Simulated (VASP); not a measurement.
# HfBiH2 (P-6m2) in VASP: a series of runs

Runs on HfBiH2. Level: PBE. Tasks: single point, relaxation of cell and atoms.

Everything below comes from runs of VASP 6.6.1. Logs are shortened: lines on timing, memory, paths and dates and some standing lists are left out, and cuts for length are marked.

## (1) The cell of the first run

The structure is hexagonal, space group P-6m2 (No. 187). Conventional cell: a = 3.284 Å, b = 3.284 Å, c = 6.218 Å, α = 90.00°, β = 90.00°, γ = 120.00°. Within 2.8 Å of Hf (site symmetry -6m2) lie 6 H at 2.12 Å. Within 3.8 Å of Bi (site symmetry -6m2) lie 6 H at 2.88 Å and 6 Bi at 3.28 Å and 6 Hf at 3.64 Å. Within 2.5 Å of H (site symmetry 3m) lie 1 H at 1.88 Å and 3 Hf at 2.12 Å.

The cell was built from a structure type or drawn by symmetry, and may not be a known phase.

## (2) Single point, PBE

File INCAR:

```
  PREC = Accurate
  ENCUT = 520
  EDIFF = 1E-6
  ISMEAR = 0
  SIGMA = 0.1
  LREAL = False
  LASPH = True
  NELM = 80
  ALGO = Normal
  ISIF = 2
  LWAVE = False
  LCHARG = False
  GGA = PE
  NBANDS = 22
```

File KPOINTS:

```
Automatic mesh
0
Gamma
  12 12 10
```

File POSCAR:

```
HfBiH2
1.0
    3.2838837028      0.0000000000      0.0000000000
   -1.6419418514      2.8439267097      0.0000000000
    0.0000000000      0.0000000000      6.2180594887
Hf Bi H
1 1 2
Direct
    0.3333333333      0.6666666667      0.0000000000
    0.6666666667      0.3333333333      0.5000000000
    0.0000000000      0.0000000000      0.1510781978
    0.0000000000      0.0000000000      0.8489218022
```

Potentials or basis: VASP PAW PBE potentials, release 64 (Hf_pv, Bi_d, H).

Run with:

```sh
cat potpaw_PBE.64/Hf_pv/POTCAR potpaw_PBE.64/Bi_d/POTCAR potpaw_PBE.64/H/POTCAR > POTCAR
mpirun -np 1 vasp_std > vasp.out
```

OUTCAR:

```text
PREC = Accurate
   ENCUT = 520
   EDIFF = 1E-6
   ISMEAR = 0
   LREAL = False
   LASPH = True
   NELM = 80
   ISIF = 2
   GGA = PE

 ion  position               nearest neighbor table
   1  0.333  0.667  0.000-   3 2.12   4 2.12   3 2.12   4 2.12   3 2.12   4 2.12   2 3.64   2 3.64
                             2 3.64   2 3.64   2 3.64   2 3.64
   2  0.667  0.333  0.500-   1 3.64   1 3.64   1 3.64   1 3.64   1 3.64   1 3.64
   3  0.000  0.000  0.151-   1 2.12   1 2.12   1 2.12
   4  0.000  0.000  0.849-   1 2.12   1 2.12   1 2.12

  LATTYP: Found a hexagonal cell.
 ALAT       =     3.2838837028
 C/A-ratio  =     1.8935078253

  Lattice vectors:

 A1 = (   3.2838837028,   0.0000000000,   0.0000000000)
 A2 = (  -1.6419418514,   2.8439267097,   0.0000000000)
 A3 = (   0.0000000000,   0.0000000000,   6.2180594887)

Analysis of symmetry for initial positions (statically):
=====================================================================
 Subroutine PRICEL returns:
 Original cell was already a primitive cell.

 Routine SETGRP: Setting up the symmetry group for a
 hexagonal supercell.

 Subroutine GETGRP returns: Found 12 space group operations
 (whereof 12 operations were pure point group operations)
 out of a pool of 24 trial point group operations.

The static configuration has the point symmetry D_3h.

Analysis of symmetry for dynamics (positions and initial velocities):
=====================================================================
 Subroutine PRICEL returns:
 Original cell was already a primitive cell.

 Routine SETGRP: Setting up the symmetry group for a
 hexagonal supercell.

 Subroutine GETGRP returns: Found 12 space group operations
 (whereof 12 operations were pure point group operations)
 out of a pool of 24 trial point group operations.

The dynamic configuration has the point symmetry D_3h.

 Subroutine INISYM returns: Found 12 space group operations
 (whereof 12 operations are pure point group operations),
 and found     1 'primitive' translations

----------------------------------------------------------------------------------------

                                     Primitive cell

  volume of cell :      58.0712

  direct lattice vectors                    reciprocal lattice vectors
     3.283883703  0.000000000  0.000000000     0.304517483  0.175813251  0.000000000
    -1.641941851  2.843926710  0.000000000     0.000000000  0.351626502  0.000000000
     0.000000000  0.000000000  6.218059489     0.000000000  0.000000000  0.160821877

  length of vectors
     3.283883703  3.283883703  6.218059489     0.351626502  0.351626502  0.160821877

  position of ions in fractional coordinates (direct lattice)
     0.333333333  0.666666667  0.000000000
     0.666666667  0.333333333  0.500000000
     0.000000000  0.000000000  0.151078198
     0.000000000  0.000000000  0.848921802

  ion indices of the primitive-cell ions
   primitive index   ion index
                 1           1
                 2           2
                 3           3
                 4           4

----------------------------------------------------------------------------------------

 KPOINTS: Automatic mesh

Automatic generation of k-mesh.
 Grid dimensions read from file:
 generate k-points for:   12   12   10

 Generating k-lattice:

  Cartesian coordinates                     Fractional coordinates (reciprocal lattice)
     0.025376457  0.014651104  0.000000000     0.083333333  0.000000000  0.000000000
     0.000000000  0.029302208  0.000000000     0.000000000  0.083333333  0.000000000
     0.000000000  0.000000000  0.016082188     0.000000000  0.000000000  0.100000000

  Length of vectors
     0.029302208  0.029302208  0.016082188

  Shift w.r.t. Gamma in fractional coordinates (k-lattice)
     0.000000000  0.000000000  0.000000000

 Subroutine IBZKPT returns following result:
 ===========================================

 Found    114 irreducible k-points:

 Following reciprocal coordinates:
            Coordinates               Weight
  0.000000  0.000000  0.000000      1.000000
  0.083333 -0.000000  0.000000      6.000000
  0.166667  0.000000  0.000000      6.000000
  0.250000  0.000000  0.000000      6.000000
  0.333333  0.000000  0.000000      6.000000
  0.416667 -0.000000  0.000000      6.000000
[... 16 lines left out ...]
  0.250000  0.000000  0.100000     12.000000
  0.333333  0.000000  0.100000     12.000000
 [... further k-points ...]
   k-points           NKPTS =    114   k-points in BZ     NKDIM =    114   number of bands    NBANDS=     22
   number of dos      NEDOS =    301   number of ions     NIONS =      4
   total plane-waves  NPLWV =  27648
   dimension x,y,z NGX =    24 NGY =   24 NGZ =   48
   dimension x,y,z NGXF=    48 NGYF=   48 NGZF=   96
   ions per type =               1   1   2
   NGX,Y,Z   is equivalent  to a cutoff of  12.15, 12.15, 12.83 a.u.
   NGXF,Y,Z  is equivalent  to a cutoff of  24.30, 24.30, 25.67 a.u.
 SYSTEM =  unknown system
   PREC   = accura    normal or accurate (medium, high low for compatibility)
   ISTART =      0    job   : 0-new  1-cont  2-samecut
   ICHARG =      2    charge: 1-file 2-atom 10-const
   ISPIN  =      1    spin polarized calculation?
   LNONCOLLINEAR =      F non collinear calculations
   LSORBIT =      F    spin-orbit coupling
   LASPH  =      T    aspherical Exc in radial PAW
   ENCUT  =  520.0 eV  38.22 Ry    6.18 a.u.   6.11  6.11 11.56*2*pi/ulx,y,z
   NELM   =     80;   NELMIN=  2; NELMDL= -5     # of ELM steps
   EDIFF  = 0.1E-05   stopping-criterion for ELM
   LREAL  =      F    real-space projection
   EDIFFG = 0.1E-04   stopping-criterion for IOM
   NSW    =      0    number of steps for IOM
   IBRION =     -1    ionic relax: 0-MD 1-quasi-New 2-CG
   NFREE  =      0    steps in history (QN), initial steepest desc. (CG)
   ISIF   =      2    stress and relaxation
   ISYM   =      2    0-nonsym 1-usesym 2-fastsym
   POTIM  = 0.5000    time-step for ionic-motion
   TEBEG  =    0.0;   TEEND  =   0.0 temperature during run
   PSTRESS=    0.0 pullay stress
   NELECT =      27.0000    total number of electrons
   NUPDOWN=      -1.0000    fix difference up-down
   EMIN   =  10.00;   EMAX   =-10.00  energy-range for DOS
   EFERMI =   0.00;   METHOD = LEGACY
   ISMEAR =     0;   SIGMA  =   0.10  broadening in eV -4-tet -1-fermi 0-gaus
   EFERMI_NEDOS =   21; number of points for ismear=-14 and -15
   IALGO  =     38    algorithm
   IMIX   =      4    mixing-type and parameters
     AMIX     =   0.40;   BMIX     =  1.00
     AMIX_MAG =   1.60;   BMIX_MAG =  1.00
  volume/ion in A,a.u.               =      14.52        97.97
  Fermi-wavevector in a.u.,A,eV,Ry     =   1.268262  2.396668 21.884824  1.608489
  Thomas-Fermi vector in A             =   2.401366
   LORBIT       =      0    0 simple, 1 ext, 2 COOP (PROOUT), +10 PAW based schemes
   GGA     = PE    functional components
   LHFCALC =     F    Hartree Fock is set to
   AEXX    =    0.0000 exact exchange contribution
   IVDW    =     0    specifies the selected vdW correction
   LEPSILON=     F    determine dielectric tensor
   LRPA    =     F    only Hartree local field effects (RPA)
 non-spin polarized calculation
 Gauss-broadening in eV      SIGMA  =   0.10
  energy-cutoff  :      520.00
  volume of cell :       58.07
 maximum number of plane-waves:      1608
   NGX = 13   NGY = 13   NGZ = 23

 number of electron      26.9999997 magnetization

 Free energy of the ion-electron system (eV)
  ---------------------------------------------------
  ext. energy  EPLUGINS =         0.00000000
  ---------------------------------------------------
  free energy    TOTEN  =       -20.49798403 eV

  energy without entropy =      -20.48801539  energy(sigma->0) =      -20.49299971

 E-fermi :   6.6750     XC(G=0): -10.8220

 val. band max:        6.6619172821   @ k =   0.2500   0.1667   0.3000
 cond. band min:       6.6808181390   @ k =   0.2500   0.1667   0.5000
 fundamental gap:      0.0189008569
 Fermi energy:         6.6750179868

 k-point     1 :       0.0000    0.0000    0.0000
  band No.  band energies     occupation
      1     -24.8097      2.00000
      2     -24.2559      2.00000
      3     -24.2559      2.00000
      4     -16.4693      2.00000
      5     -16.4693      2.00000
      6     -16.4570      2.00000
[... 14 lines left out ...]
     21      16.4183      0.00000
     22      17.6990      0.00000

 k-point     2 :       0.0833   -0.0000    0.0000
  band No.  band energies     occupation
      1     -24.8049      2.00000
      2     -24.2878      2.00000
      3     -24.2629      2.00000
      4     -16.4741      2.00000
      5     -16.4523      2.00000
      6     -16.4438      2.00000
[... 14 lines left out ...]
     21      15.9475      0.00000
     22      16.9714      0.00000

 k-point     3 :       0.1667    0.0000    0.0000
  band No.  band energies     occupation
      1     -24.7919      2.00000
      2     -24.3739      2.00000
      3     -24.2821      2.00000
      4     -16.4905      2.00000
      5     -16.4056      2.00000
      6     -16.4048      2.00000
[... 14 lines left out ...]
     21      15.7712      0.00000
     22      16.2646      0.00000
[... 476 lines left out ...]
 k-point    23 :       0.2500    0.0000    0.1000
  band No.  band energies     occupation
      1     -24.7740      2.00000
      2     -24.4892      2.00000
      3     -24.3081      2.00000
      4     -16.5136      2.00000
      5     -16.3517      2.00000
      6     -16.3499      2.00000
[... 14 lines left out ...]
     21      15.4749      0.00000
     22      16.3291      0.00000

 k-point    24 :       0.3333    0.0000    0.1000
  band No.  band energies     occupation
      1     -24.7561      2.00000
      2     -24.6021      2.00000
      3     -24.3340      2.00000
      4     -16.5368      2.00000
      5     -16.3822      2.00000
      6     -16.3076      2.00000
[... 14 lines left out ...]
     21      14.4990      0.00000
     22      15.5896      0.00000

 [... further k-points ...]

------------------------ aborting loop because EDIFF is reached ----------------------------------------

  FORCE on cell =-STRESS in cart. coord.  units (eV):
  Direction    XX          YY          ZZ          XY          YZ          ZX
  --------------------------------------------------------------------------------------
  -------------------------------------------------------------------------------------
  Total       -0.1756586     -0.1756586     -0.1144496      0.0000000     -0.0000000     -0.0000000
  in kB       -4.8463977     -4.8463977     -3.1576482      0.0000000     -0.0000000     -0.0000000
  external PRESSURE =      -4.2834812 kB  Pullay stress =       0.0000000 kB

 VOLUME and BASIS-vectors are now :
 -----------------------------------------------------------------------------
  energy-cutoff  :      520.00
  volume of cell :       58.07
      direct lattice vectors                 reciprocal lattice vectors
     3.283883703  0.000000000  0.000000000     0.304517483  0.175813251  0.000000000
    -1.641941851  2.843926710  0.000000000     0.000000000  0.351626502  0.000000000
     0.000000000  0.000000000  6.218059489     0.000000000  0.000000000  0.160821877

 POSITION                                       TOTAL-FORCE (eV/Angst)
 -----------------------------------------------------------------------------------
     -0.00000      1.89595      0.00000         0.000000     -0.000000      0.000000
      1.64194      0.94798      3.10903        -0.000000      0.000000      0.000000
      0.00000      0.00000      0.93941         0.000000     -0.000000     -0.014524
      0.00000      0.00000      5.27865         0.000000     -0.000000      0.014524
 -----------------------------------------------------------------------------------
    total drift:                               -0.000000      0.000000      0.000000

  FREE ENERGIE OF THE ION-ELECTRON SYSTEM (eV)
  ---------------------------------------------------
  free  energy   TOTEN  =       -20.4979840266 eV

  energy  without entropy=      -20.4880153934  energy(sigma->0) =      -20.49299971
```

It took 47 s on 1 thread of Intel Xeon 6975P-C (Granite Rapids), shared host; peak memory 0.28 GiB.

What came out:

```yaml
Free_energy: -20.4980 eV
Pressure: -0.4 GPa
Largest_force: 0.015 eV/Å
Band_gap_on_the_k_mesh: zero (an odd number of electrons rules out a gap without spin polarisation)
```

Forces on the atoms (eV/Å):
```
Hf   0.000  0.000  0.000
Bi   0.000  0.000  0.000
H    0.000  0.000 -0.015
H    0.000  0.000  0.015
```

Caveat: spin-orbit coupling is left out, which moves the levels of the heavy elements.

## (3) Relaxation of cell and atoms, PBE

This run uses another cell than the first one, of 13.50 Å³/atom.

File INCAR:

```
PREC     = Accurate       # precision mode
ENCUT    = 600            # plane-wave cutoff, eV
EDIFF    = 1E-7           # SCF threshold, eV
ISMEAR   = 0              # smearing method
SIGMA    = 0.1            # smearing width, eV
LREAL    = False          # projectors in reciprocal space
LASPH    = True           # aspherical terms in the spheres
NELM     = 80             # most SCF steps
ALGO     = Normal         # electronic algorithm
ISIF     = 3              # what is computed and relaxed
LWAVE    = False          # write WAVECAR
LCHARG   = False          # write CHGCAR
GGA      = PE             # functional
IBRION   = 2              # ionic algorithm
NSW      = 100            # ionic steps
EDIFFG   = -0.01          # ionic threshold
```

File KPOINTS:

```
regular mesh
0
Gamma
  12 12 10
```

File POSCAR:

```
HfBiH2
1.0
    3.7126811935      0.0000000000      0.0000000000
   -1.8563405967      3.2152762297      0.0000000000
    0.0000000000      0.0000000000      4.5233607216
Hf Bi H
1 1 2
Direct
    0.3333333333      0.6666666667      0.0000000000
    0.6666666667      0.3333333333      0.5000000000
    0.0000000000      0.0000000000      0.1728487475
    0.0000000000      0.0000000000      0.8271512525
```

Potentials or basis: VASP PAW PBE potentials, release 64 (Hf_pv, Bi_d, H).

Run with:

```sh
cat potpaw_PBE.64/Hf_pv/POTCAR potpaw_PBE.64/Bi_d/POTCAR potpaw_PBE.64/H/POTCAR > POTCAR
mpirun -np 1 vasp_std > vasp.out
```

Wall time 22 min (1 thread of Intel Xeon 6975P-C (Granite Rapids), shared host); peak memory 0.35 GiB.

Results (log left out):

```
Free energy                           : -20.4824 eV
Relaxed volume                        : 14.41 Å³/atom
Relaxed cell                          : a = 3.282 Å, b = 3.282 Å, c = 6.176 Å, α = 90.00°, β = 90.00°, γ = 120.00°
Space group after relaxing (to 0.1 Å) : P-6m2 (No. 187)
Energy gained by relaxing             : 183.8 meV/atom
Ionic steps                           : 33
Pressure after relaxing               : 0.0 GPa
Largest force after relaxing          : 0.009 eV/Å
Band gap on the k mesh                : zero (an odd number of electrons rules out a gap without spin polarisation)
```

Forces in eV/Å, atoms in the order of the input:
```
Hf   0.000  0.000  0.000
Bi   0.000  0.000  0.000
H    0.000  0.000 -0.009
H    0.000  0.000  0.009
```

Step by step:
| step | energy change (eV) | largest force (eV/Å) | pressure (GPa) | volume (Å³) |
| --- | --- | --- | --- | --- |
| 1 | 0.0000 | 0.0362 | -0.60 | 54.00 |
| 2 | -0.0072 | 0.0325 | 0.11 | 53.60 |
| 3 | -0.0115 | 0.0273 | 1.30 | 52.98 |
| 4 | -0.0166 | 0.0318 | 0.71 | 53.34 |
| 5 | -0.0213 | 0.0387 | -0.25 | 53.99 |
| 6 | -0.0363 | 0.0673 | -1.73 | 55.27 |
| 7 | -0.1398 | 0.1531 | -4.17 | 57.71 |
| 8 | -0.4279 | 0.2709 | -7.92 | 62.09 |
| 9 | -0.3705 | 0.4703 | -7.48 | 68.97 |
| 10 | -0.4967 | 0.2841 | -9.07 | 65.11 |
| 11 | -0.4947 | 0.2565 | -8.80 | 63.81 |
| 12 | -0.4952 | 0.2576 | -8.80 | 63.85 |
| 13 | -0.4966 | 0.2607 | -8.84 | 63.97 |
| 14 | -0.4984 | 0.2671 | -8.93 | 64.20 |
| 15 | -0.4984 | 0.2799 | -9.05 | 64.66 |
| 16 | -0.4990 | 0.2720 | -8.99 | 64.38 |
| 17 | -0.5015 | 0.2711 | -8.95 | 64.34 |
| 18 | -0.5088 | 0.2683 | -8.83 | 64.23 |
| 19 | -0.5233 | 0.2626 | -8.61 | 63.99 |
| 20 | -0.5509 | 0.2510 | -8.13 | 63.53 |
| 21 | -0.6010 | 0.2267 | -7.12 | 62.61 |
| 22 | -0.6788 | 0.1740 | -4.86 | 60.80 |
| 23 | -0.7318 | 0.0495 | 0.84 | 57.27 |
| 24 | -0.7336 | 0.0714 | -0.19 | 57.82 |
| 25 | -0.7335 | 0.0665 | 0.04 | 57.69 |
| 26 | -0.7337 | 0.0625 | 0.05 | 57.68 |
| 27 | -0.7343 | 0.0507 | 0.08 | 57.64 |
| 28 | -0.7349 | 0.0269 | 0.14 | 57.56 |
| 29 | -0.7346 | 0.0213 | 0.26 | 57.40 |
| 30 | -0.7350 | 0.0104 | 0.18 | 57.51 |
| 31 | -0.7351 | 0.0109 | 0.04 | 57.59 |
| 32 | -0.7351 | 0.0111 | -0.01 | 57.62 |
| 33 | -0.7351 | 0.0092 | -0.01 | 57.63 |

Final structure:
```xyz
4
Lattice="3.2825 0.0000 0.0000 -1.6412 2.8427 0.0000 0.0000 0.0000 6.1759" Properties=species:S:1:pos:R:3 pbc="T T T"
Hf    0.0000    1.8951    0.0000
Bi    1.6412    0.9476    3.0879
H     0.0000    0.0000    0.9355
H     0.0000    0.0000    5.2404
```

Levels at points of the mesh, in eV from the Fermi level:
```csv
k point,band 9,band 10,band 11,band 12,band 13,band 14,band 15,band 16,band 17
"(0.00, 0.00, 0.00)",-13.59,-8.08,-5.95,0.48,0.81,0.81,1.97,3.09,3.09
"(0.50, 0.00, 0.00)",-10.14,-6.95,-4.89,-4.42,-0.66,-0.47,1.77,2.03,2.23
"(0.00, 0.00, 0.50)",-13.41,-9.23,-3.09,-2.67,0.85,0.85,3.01,3.01,3.64
"(0.50, 0.00, 0.50)",-10.17,-6.38,-5.94,-2.95,-2.75,0.11,1.11,3.29,3.71
```

Caveat: a cell axis changed by over 15 % at a fixed basis, so the end point is rough; spin-orbit coupling is left out, which moves the levels of the heavy elements.
